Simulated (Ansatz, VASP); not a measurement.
**Se: VASP beside Ansatz**

```
Se
1.0
     4.38071    0.00000    0.00000
    -2.19035    3.79380    0.00000
     0.00000    0.00000    4.97006
Se
3
Direct
  0.22540 0.00000 0.33333
  0.00000 0.22540 0.66667
  0.77460 0.77460 0.00000
```

Change from the starting cell: volume scaled by 1.01, crystal datasets.

Alike in both runs: task electric field gradients; functional LDA; k mesh 6 × 6 × 5; occupations fermi-dirac, width 0.03 eV; no spin polarisation.

```csv
,VASP,Ansatz
version,VASP 6.6.1,Ansatz 0.2.0
potentials or method,"VASP PAW LDA potentials, release 64 (Se), cutoff 520 eV","all-electron PAW with datasets made for the crystal, scalar-relativistic"
```

|  | VASP | Ansatz | Ansatz less VASP |
| --- | --- | --- | --- |
| gap on the k mesh at the Fermi level (eV) | 1.19 | 1.20 | +0.010 |
| pressure (GPa) | -1.6 | -1.8 | -0.20 |
| traceless stress, the component that is largest in VASP (GPa) | 0.73 | 0.65 | -0.078 |
| rms of the force components (eV/Å) | 0.092 | 0.064 | -0.0282 |
| size of Vzz on the site where it differs most (V/Å²) | 496.5 | 516.4 | +19.89 |

LDA's correlation is that of Perdew and Zunger in VASP and of Perdew and Wang (1992) in Ansatz. Atom by atom the forces differ by 0.028 eV/Å (rms over components). Ansatz ran all-electron here, and VASP with PAW potentials.
